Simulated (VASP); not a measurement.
# Rh (P6_3/mmc) in VASP: further runs, part 3 of 3

VASP 6.6.1. Earlier steps stand in the parts before.

## 7. Relaxation of cell and atoms, LDA

This run uses another cell than the first one, of 14.30 Å³/atom, 1.078 times its volume.

INCAR

```
SYSTEM = Rh
PREC = Accurate
ENCUT = 600
EDIFF = 1E-6
ISMEAR = -1
SIGMA = 0.15
LREAL = .FALSE.
LASPH = .TRUE.
NELM = 80
ALGO = Normal
ISIF = 3
LWAVE = .FALSE.
LCHARG = .FALSE.
GGA = CA
IBRION = 2
NSW = 80
EDIFFG = -0.01
```

KPOINTS

```
Automatic mesh
0
G
  14 14 8
  0 0 0
```

POSCAR

```
Rh
1.0
    2.7309790000      0.0000000000      0.0000000000
   -1.3654900000      2.3650970000      0.0000000000
    0.0000000000      0.0000000000      4.4284890000
Rh
2
Direct
    0.6666666667      0.3333333333      0.7500000000
    0.3333333333      0.6666666667      0.2500000000
```

Potentials or basis: VASP PAW LDA potentials, release 64 (Rh_pv).

Command:

```bash
$ cat potpaw_LDA.64/Rh_pv/POTCAR > POTCAR
$ mpirun -np 1 vasp_std > vasp.out
```

OUTCAR:

```text
SYSTEM = Rh
   PREC = Accurate
   ENCUT = 600
   EDIFF = 1E-6
   ISMEAR = -1
   LREAL = .FALSE.
   LASPH = .TRUE.
   NELM = 80
   ISIF = 3
   GGA = CA
   IBRION = 2
   NSW = 80
   EDIFFG = -0.01

 ion  position               nearest neighbor table
   1  0.667  0.333  0.750-   2 2.72   2 2.72   2 2.72   2 2.72   2 2.72   2 2.72
   2  0.333  0.667  0.250-   1 2.72   1 2.72   1 2.72   1 2.72   1 2.72   1 2.72

  LATTYP: Found a hexagonal cell.
 ALAT       =     2.7309790000
 C/A-ratio  =     1.6215756328

  Lattice vectors:

 A1 = (   2.7309790000,   0.0000000000,   0.0000000000)
 A2 = (  -1.3654900000,   2.3650970000,   0.0000000000)
 A3 = (   0.0000000000,   0.0000000000,   4.4284890000)

Analysis of symmetry for initial positions (statically):
=====================================================================
 Subroutine PRICEL returns:
 Original cell was already a primitive cell.

 Routine SETGRP: Setting up the symmetry group for a
 hexagonal supercell.

 Subroutine GETGRP returns: Found 24 space group operations
 (whereof 12 operations were pure point group operations)
[... 167 lines left out ...]
  energy without entropy =      -17.03142453  energy(sigma->0) =      -17.15915222

------------------------ aborting loop because EDIFF is reached ----------------------------------------

  FORCE on cell =-STRESS in cart. coord.  units (eV):
  Direction    XX          YY          ZZ          XY          YZ          ZX
  --------------------------------------------------------------------------------------
  -------------------------------------------------------------------------------------
  Total       -3.0483693     -3.0483688     -3.4096435      0.0000006     -0.0000000     -0.0000000
  in kB     -170.7478637   -170.7478361   -190.9838607      0.0000361     -0.0000000     -0.0000000
  external PRESSURE =    -177.4931868 kB  Pullay stress =       0.0000000 kB
[... 275 lines left out ...]
--------------------------------------- Ionic step        9  -------------------------------------------

 number of electron      29.9999998 magnetization

 Free energy of the ion-electron system (eV)
  ---------------------------------------------------
  ext. energy  EPLUGINS =         0.00000000
  ---------------------------------------------------
  free energy    TOTEN  =       -17.40021662 eV

  energy without entropy =      -17.16964740  energy(sigma->0) =      -17.28493201

 E-fermi :  12.3505     XC(G=0): -14.5374

 val. band max:       12.3408880983   @ k =   0.2857   0.2857   0.1250
 cond. band min:      12.3573545791   @ k =   0.3571   0.0714   0.2500
 fundamental gap:      0.0164664808
 Fermi energy:        12.3504711849

 k-point     1 :       0.0000    0.0000    0.0000
  band No.  band energies     occupation
      1     -34.7810      2.00000
      2     -34.0441      2.00000
      3     -34.0441      2.00000
      4     -33.9281      2.00000
      5     -33.9218      2.00000
      6     -33.9218      2.00000
[... 505 lines left out ...]
      6     -34.2319      2.00000
[... 11 lines left out ...]
     18      18.7359      0.00000
     19      20.0168      0.00000

 [... further k-points ...]
[... 5 lines left out ...]
  --------------------------------------------------------------------------------------
  -------------------------------------------------------------------------------------
  Total        0.0198022      0.0198022      0.0155488     -0.0000000     -0.0000000      0.0000000
  in kB        1.1882486      1.1882484      0.9330208     -0.0000002     -0.0000000      0.0000000
  external PRESSURE =       1.1031726 kB  Pullay stress =       0.0000000 kB
[... 17 lines left out ...]
  FREE ENERGIE OF THE ION-ELECTRON SYSTEM (eV)
  ---------------------------------------------------
  free  energy   TOTEN  =       -17.4002166216 eV

  energy  without entropy=      -17.1696474006  energy(sigma->0) =      -17.28493201

 reached required accuracy - stopping structural energy minimisation
```

OSZICAR:

```text
N       E                     dE             d eps       ncg     rms          rms(c)
DAV:   1     0.344475634748E+03    0.34448E+03   -0.21047E+04  4560   0.202E+03
DAV:   2    -0.970800157186E+01   -0.35418E+03   -0.34553E+03  4752   0.552E+02
DAV:   3    -0.183421152378E+02   -0.86341E+01   -0.84074E+01  4889   0.932E+01
DAV:   4    -0.184087930238E+02   -0.66678E-01   -0.66595E-01  4967   0.832E+00
[... 58 lines left out ...]
DAV:   3    -0.174002162235E+02    0.35161E-06   -0.10210E-06  2322   0.820E-03
   8 F= -.17400216E+02 E0= -.17284935E+02  d E =-.229844E-03
       N       E                     dE             d eps       ncg     rms          rms(c)
DAV:   1    -0.174002196869E+02   -0.31118E-05   -0.10247E-04  4710   0.890E-02    0.106E-02
DAV:   2    -0.174002171042E+02    0.25827E-05   -0.31143E-06  3149   0.192E-02    0.411E-03
DAV:   3    -0.174002166216E+02    0.48269E-06   -0.13830E-06  2316   0.938E-03
   9 F= -.17400217E+02 E0= -.17284932E+02  d E =-.230242E-03
```

It took 2 min on 1 thread of Intel Xeon 6975P-C (Granite Rapids), shared host; peak memory 0.19 GiB.

What came out:

```yaml
Free_energy: -17.4002 eV
Relaxed_volume: 13.35 Å³/atom
Relaxed_cell: a = 2.675 Å, b = 2.675 Å, c = 4.310 Å, α = 90.00°, β = 90.00°, γ = 120.00°
Space_group_after_relaxing_to_0.05_Å: P6_3/mmc (No. 194)
Energy_gained_by_relaxing: 56.7 meV/atom
Ionic_steps: 9
Pressure_after_relaxing: 0.1 GPa
Band_gap_on_the_k_mesh: zero (band 15 reaches 13.06 eV, above the bottom of band 16 at 10.65 eV)
```

Step by step:
| step | energy change (eV) | largest force (eV/Å) | pressure (GPa) | volume (Å³) |
| --- | --- | --- | --- | --- |
| 1 | 0.0000 | 0.0000 | -17.75 | 28.60 |
| 2 | 0.7751 | 0.0000 | 80.76 | 22.53 |
| 3 | -0.1126 | 0.0000 | -1.30 | 26.82 |
| 4 | -0.1131 | 0.0000 | -0.29 | 26.73 |
| 5 | -0.1131 | 0.0000 | 0.14 | 26.70 |
| 6 | -0.1133 | 0.0000 | 0.10 | 26.70 |
| 7 | -0.1133 | 0.0000 | 0.11 | 26.70 |
| 8 | -0.1133 | 0.0000 | 0.11 | 26.70 |
| 9 | -0.1133 | 0.0000 | 0.11 | 26.70 |

Final structure:
```xyz
2
Lattice="2.6747 0.0000 0.0000 -1.3373 2.3163 0.0000 0.0000 0.0000 4.3097" Properties=species:S:1:pos:R:3 pbc="T T T"
Rh    1.3373    0.7721    3.2323
Rh    0.0000    1.5442    1.0774
```

Levels at points of the mesh, in eV from the Fermi level:
| k point | band 12 | band 13 | band 14 | band 15 | band 16 | band 17 | band 18 | band 19 |
| --- | --- | --- | --- | --- | --- | --- | --- | --- |
| (0.00, 0.00, 0.00) | -2.63 | -2.63 | -2.03 | -2.03 | 0.17 | 0.17 | 0.71 | 8.94 |
| (0.50, 0.00, 0.00) | -2.33 | -2.28 | 0.46 | 0.71 | 0.79 | 3.13 | 5.27 | 10.50 |
| (0.00, 0.00, 0.50) | -3.31 | -3.31 | -3.31 | -0.44 | -0.44 | -0.44 | -0.44 | 14.97 |
| (0.50, 0.00, 0.50) | -1.77 | -0.33 | -0.33 | 0.66 | 0.66 | 2.71 | 2.71 | 9.59 |

## 8. The runs side by side

| task | level | potentials or basis | cell | cutoff (eV) | gap on the mesh (eV) | pressure (GPa) | relaxed volume (Å³/atom) |
| --- | --- | --- | --- | --- | --- | --- | --- |
| single point | PBEsol+D3(BJ) | VASP PAW PBE potentials, release 64 (Rh_pv) | a = 2.669, b = 2.669, c = 4.303 Å, angles 90.0, 90.0, 120.0°, 2 atoms | 520 | none | -0.1 | - |
| single point | LDA | VASP PAW LDA potentials, release 64 (Rh_pv) | a = 2.673, b = 2.673, c = 4.306 Å, angles 90.0, 90.0, 120.0°, 2 atoms | 520 | none | 0.9 | - |
| single point | PBEsol | VASP PAW PBE potentials, release 64 (Rh_pv) | a = 2.692, b = 2.692, c = 4.336 Å, angles 90.0, 90.0, 120.0°, 2 atoms | 520 | none | -0.1 | - |
| relaxation of cell and atoms | PBEsol | VASP PAW PBE potentials, release 64 (Rh_pv) | relaxed from a = 2.731, b = 2.731, c = 4.428 Å, angles 90.0, 90.0, 120.0°, 2 atoms | 600 | none | 0.0 | 13.60 |
| relaxation of cell and atoms | PBEsol+D3(BJ) | VASP PAW PBE potentials, release 64 (Rh_pv) | relaxed from a = 2.731, b = 2.731, c = 4.428 Å, angles 90.0, 90.0, 120.0°, 2 atoms | 600 | none | 0.1 | 13.26 |
| relaxation of cell and atoms | LDA | VASP PAW LDA potentials, release 64 (Rh_pv) | relaxed from a = 2.731, b = 2.731, c = 4.428 Å, angles 90.0, 90.0, 120.0°, 2 atoms | 600 | none | 0.1 | 13.35 |

Alike in all rows: no spin polarisation; k mesh 14 × 14 × 8; smearing fermi-dirac 0.15 eV.

Caveats: the PAW data sets were made with another functional, which shifts forces and pressure a little (some runs); pairwise dispersion overbinds metals, which lowers pressure and volume (some runs).

Absolute energies hang on the potentials; compare differences alone.
